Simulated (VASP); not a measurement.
Write the native input for VASP 6.6.1 that does the following.

- Task: single point
- Functional: PBE
- Potentials or basis: VASP PAW PBE potentials, release 64 (Al, In_d, P, As)
- Cutoff: 500 eV
- k mesh: 6 × 6 × 2
- Occupations: gaussian, width 0.1 eV
- Spin: no spin polarisation
- Dipole correction: no
- Further INCAR settings: ALGO = Normal; EDIFF = 1e-06; NBANDS = 27

The structure of AlInAsP3 lies in POSCAR:

```
AlInAsP3
1.0
    4.7505781920      0.0000000033      0.0000000000
   -2.3752890989      4.1141213953      0.0000000000
    0.0000000000      0.0000000000      7.3420634346
Al In P As
1 1 3 1
Direct
    0.0000000000      0.0000000000      0.0000000000
    0.3333333333      0.6666666667      0.0000000000
    0.6666666667      0.3333333333      0.6526601193
    0.6666666667      0.3333333333      0.3473398807
    0.3333333333      0.6666666667      0.5000000000
    0.6666666667      0.3333333333      0.0000000000
```

The cell was generated, and may not be a known phase.

These files were run (other wordings do the same):

INCAR

```
PREC = Accurate
ENCUT = 500
EDIFF = 1E-6
ISMEAR = 0
SIGMA = 0.1
LREAL = F
LASPH = T
NELM = 120
ALGO = Normal
ISIF = 2
LWAVE = F
LCHARG = T
GGA = PE
LELF = T
LVHAR = T
NBANDS = 27
GGA_COMPAT = F
```

KPOINTS

```
regular mesh
0
Gamma
  6 6 2
```

Potentials or basis: VASP PAW PBE potentials, release 64 (Al, In_d, P, As).

Run with:

```console
$ cat potpaw_PBE.64/Al/POTCAR potpaw_PBE.64/In_d/POTCAR potpaw_PBE.64/P/POTCAR potpaw_PBE.64/As/POTCAR > POTCAR
$ mpirun -np 1 vasp_std > vasp.out
```

Results of the run:

```
Pressure               : 0.3 GPa
Largest force          : 0.046 eV/Å
Band gap on the k mesh : zero (bands 18 and 19 overlap by 1.34 eV)
```

Caveat: the k points lie up to 0.43 Å⁻¹ apart, too coarse for converged energies and pressures of a metal; spin-orbit coupling is left out, which moves the levels of the heavy elements.

It took 67 s on 1 thread of Intel(R) Xeon(R) Platinum 8488C (Sapphire Rapids), with other jobs on the host, peak memory 0.28 GiB.
